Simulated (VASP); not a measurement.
# BN (Fmm2) in VASP: notebook, part 2 of 2

VASP 6.6.1. The steps go on from the part before.

### 3 Single point, r2SCAN (strain +1.6%)

Contents of POSCAR:

```
BN
1.0
    0.0000000000      3.3465304924      2.1985375917
    1.2713490116      0.0000000000      2.1985375917
    1.2713490116      3.3465304924      0.0000000000
B N
1 1
Direct
    0.0001138439      0.0001138439      0.9998861561
    0.6665861461      0.6665861461      0.3334138539
```

Contents of INCAR.step1:

```
  ALGO = Normal
  EDIFF = 1E-4
  ENCUT = 520
  GGA = PE
  ISMEAR = 0
  LASPH = T
  LCHARG = F
  LREAL = F
  LWAVE = T
  NBANDS = 11
  NELM = 60
  PREC = Accurate
  SIGMA = 0.01
```

Contents of INCAR.step2:

```
  ALGO = Normal
  EDIFF = 1E-6
  ENCUT = 520
  ISIF = 2
  ISMEAR = 0
  ISTART = 1
  LASPH = T
  LCHARG = T
  LELF = T
  LMIXTAU = T
  LREAL = F
  LVHAR = T
  LWAVE = F
  METAGGA = R2SCAN
  NBANDS = 11
  NELM = 60
  PREC = Accurate
  SIGMA = 0.01
```

Contents of KPOINTS:

```
k-points
0
Gamma
  12 12 12
```

Potentials or basis: VASP PAW PBE potentials, release 64 (B, N).

Run with:

```bash
$ cat potpaw_PBE.64/B/POTCAR potpaw_PBE.64/N/POTCAR > POTCAR
$ cp INCAR.step1 INCAR
$ mpirun -np 1 vasp_std > vasp.out
$ cp INCAR.step2 INCAR
$ mpirun -np 1 vasp_std > vasp.out
```

OUTCAR:

```text
EDIFF = 1E-6
   ENCUT = 520
   ISIF = 2
   ISMEAR = 0
   ISTART = 1
   LASPH = T
   LREAL = F
   METAGGA = R2SCAN
   NELM = 60
   PREC = Accurate

 ion  position               nearest neighbor table
   1  0.000  0.000  1.000-   2 1.47   2 1.47   2 1.47
   2  0.667  0.667  0.333-   1 1.47   1 1.47   1 1.47

  LATTYP: Found a face centered orthorhombic cell.
 ALAT       =     2.5426980232
 B/A-ratio  =     1.7292950808
 C/A-ratio  =     2.6322673490

  Lattice vectors:

 A1 = (   0.0000000000,   3.3465304924,   2.1985375917)
 A2 = (  -1.2713490116,   3.3465304924,   0.0000000000)
 A3 = (  -1.2713490116,   0.0000000000,   2.1985375917)

Analysis of symmetry for initial positions (statically):
=====================================================================
 Subroutine PRICEL returns:
 Original cell was already a primitive cell.

 Routine SETGRP: Setting up the symmetry group for a
 face centered orthorhombic supercell.

 Subroutine GETGRP returns: Found  4 space group operations
 (whereof  4 operations were pure point group operations)
 out of a pool of  8 trial point group operations.

The static configuration has the point symmetry C_2v.

Analysis of symmetry for dynamics (positions and initial velocities):
=====================================================================
 Subroutine PRICEL returns:
 Original cell was already a primitive cell.

 Routine SETGRP: Setting up the symmetry group for a
 face centered orthorhombic supercell.

 Subroutine GETGRP returns: Found  4 space group operations
 (whereof  4 operations were pure point group operations)
 out of a pool of  8 trial point group operations.

The dynamic configuration has the point symmetry C_2v.

 Subroutine INISYM returns: Found  4 space group operations
 (whereof  4 operations are pure point group operations),
 and found     1 'primitive' translations

[... 120 lines left out ...]
   LHFCALC =     F    Hartree Fock is set to
   AEXX    =    0.0000 exact exchange contribution
   IVDW    =     0    specifies the selected vdW correction
   LEPSILON=     F    determine dielectric tensor
   LRPA    =     F    only Hartree local field effects (RPA)
 non-spin polarized calculation
 Gauss-broadening in eV      SIGMA  =   0.01
  energy-cutoff  :      520.00
  volume of cell :       18.71
 maximum number of plane-waves:       520
 NGX is ok and might be reduce to    30
   NGX = 15   NGY =  9   NGZ = 13

 number of electron       8.0000000 magnetization

 Free energy of the ion-electron system (eV)
  ---------------------------------------------------
  ext. energy  EPLUGINS =         0.00000000
  ---------------------------------------------------
  free energy    TOTEN  =       -19.26553935 eV

  energy without entropy =      -19.26553935  energy(sigma->0) =      -19.26553935

 E-fermi :   2.0677     XC(G=0): -10.5896

 val. band max:        1.9115556587   @ k =   0.4167  -0.4167   0.0833
 cond. band min:       5.9757158859   @ k =   0.0000   0.5000   0.5000
 fundamental gap:      4.0641602272
 Fermi energy:         2.0676775090

 k-point     1 :       0.0000    0.0000    0.0000
  band No.  band energies     occupation
      1     -16.7544      2.00000
      2      -2.2318      2.00000
      3       0.3902      2.00000
      4       0.3943      2.00000
      5       7.3301      0.00000
      6      13.7406      0.00000
      7      13.8456      0.00000
      8      15.6758      0.00000
      9      16.6342      0.00000
     10      28.2532      0.00000
     11      30.5076      0.00000
[... 309 lines left out ...]
 k-point    24 :      -0.4167    0.1667    0.0000
  band No.  band energies     occupation
      1     -13.3402      2.00000
      2      -6.9425      2.00000
      3      -3.8148      2.00000
      4       1.2525      2.00000
      5       7.1254      0.00000
      6      13.7200      0.00000
      7      15.8929      0.00000
      8      17.9661      0.00000
      9      21.2553      0.00000
     10      23.2722      0.00000
     11      25.3294      0.00000

 [... further k-points ...]

------------------------ aborting loop because EDIFF is reached ----------------------------------------

  FORCE on cell =-STRESS in cart. coord.  units (eV):
  Direction    XX          YY          ZZ          XY          YZ          ZX
  --------------------------------------------------------------------------------------
  -------------------------------------------------------------------------------------
  Total       -1.8448520      0.0881764     -1.8394955      0.0000000      0.0000000      0.0000000
  in kB     -157.9969277      7.5516055   -157.5381849      0.0000000      0.0000000      0.0000000
  external PRESSURE =    -102.6611690 kB  Pullay stress =       0.0000000 kB

 VOLUME and BASIS-vectors are now :
 -----------------------------------------------------------------------------
  energy-cutoff  :      520.00
  volume of cell :       18.71
      direct lattice vectors                 reciprocal lattice vectors
     0.000000000  3.346530492  2.198537592    -0.393283037  0.149408470  0.227423903
     1.271349012  0.000000000  2.198537592     0.393283037 -0.149408470  0.227423903
     1.271349012  3.346530492  0.000000000     0.393283037  0.149408470 -0.227423903

 POSITION                                       TOTAL-FORCE (eV/Angst)
 -----------------------------------------------------------------------------------
      1.27135      3.34653      0.00050         0.000000      0.000000     -0.001032
      1.27135      3.34653      2.93103         0.000000      0.000000      0.001032
 -----------------------------------------------------------------------------------
    total drift:                                0.000009     -0.000022      0.000037

  FREE ENERGIE OF THE ION-ELECTRON SYSTEM (eV)
  ---------------------------------------------------
  free  energy   TOTEN  =       -19.2655393523 eV

  energy  without entropy=      -19.2655393523  energy(sigma->0) =      -19.26553935
```

OUTCAR.step1:

```text
EDIFF = 1E-4
   ENCUT = 520
   GGA = PE
   ISMEAR = 0
   LASPH = T
[... 559 lines left out ...]
 -----------------------------------------------------------------------------------
      1.27135      3.34653      0.00050         0.000000      0.000000      0.000680
      1.27135      3.34653      2.93103         0.000000      0.000000     -0.000680
 -----------------------------------------------------------------------------------
    total drift:                                0.000003     -0.000002     -0.000039

  FREE ENERGIE OF THE ION-ELECTRON SYSTEM (eV)
  ---------------------------------------------------
  free  energy   TOTEN  =       -17.5625797291 eV

  energy  without entropy=      -17.5625797291  energy(sigma->0) =      -17.56257973
```

OSZICAR.step1:

```text
N       E                     dE             d eps       ncg     rms          rms(c)
DAV:   1     0.130405260027E+02    0.13041E+02   -0.46057E+03  6288   0.681E+02
DAV:   2    -0.183865834835E+02   -0.31427E+02   -0.29987E+02  7322   0.157E+02
DAV:   3    -0.192040144713E+02   -0.81743E+00   -0.81613E+00  7510   0.234E+01
DAV:   4    -0.192064876075E+02   -0.24731E-02   -0.24731E-02  6797   0.144E+00
DAV:   5    -0.192064978200E+02   -0.10213E-04   -0.10213E-04  7546   0.827E-02    0.770E+00
DAV:   6    -0.177237293876E+02    0.14828E+01   -0.52343E+00  7059   0.125E+01    0.348E+00
DAV:   7    -0.175972131931E+02    0.12652E+00   -0.20102E-01  7213   0.345E+00    0.216E+00
DAV:   8    -0.175619342721E+02    0.35279E-01   -0.10808E-01  7309   0.201E+00    0.236E-01
DAV:   9    -0.175621691784E+02   -0.23491E-03   -0.27486E-03  6745   0.411E-01    0.132E-01
DAV:  10    -0.175625553581E+02   -0.38618E-03   -0.52697E-04  6895   0.167E-01    0.234E-02
DAV:  11    -0.175625797291E+02   -0.24371E-04   -0.51132E-05  6994   0.480E-02
   1 F= -.17562580E+02 E0= -.17562580E+02  d E =-.160986E-43
```

Run time: 5.5 min. Hardware: 1 thread of Intel Xeon Platinum 8259CL at 2.50GHz (Skylake/Cascade Lake), shared host; peak memory 0.18 GiB.

What came out:

```yaml
Free_energy: -19.2655 eV
Pressure: -10.3 GPa
Band_gap_on_the_k_mesh: 4.06 eV (least direct gap 5.09 eV)
```

Levels at points of the mesh, in eV from the valence-band top:
```
           k point  band 1  band 2  band 3  band 4  band 5  band 6  band 7  band 8
(0.00, 0.00, 0.00)  -18.67   -4.14   -1.52   -1.52    5.42   11.83   11.93   13.76
(0.50, 0.00, 0.00)  -15.49   -9.20   -4.32   -1.01    5.07   10.04   14.04   16.80
(0.50, 0.50, 0.00)  -15.55   -9.33   -4.31   -0.34    6.62    9.62   12.73   14.51
(0.50, 0.00, 0.50)  -18.39   -6.26   -1.56   -1.51   10.62   11.76   11.85   12.24
(0.00, 0.50, 0.50)  -15.39   -9.06   -4.38   -1.61    4.06   10.02   15.43   19.60
```

Caveat: the cell differs from its parent crystal (strain +1.6%); the stress differs along the axes, from -16 to 1 GPa; the PAW data sets were made with another functional, which shifts forces and pressure a little.
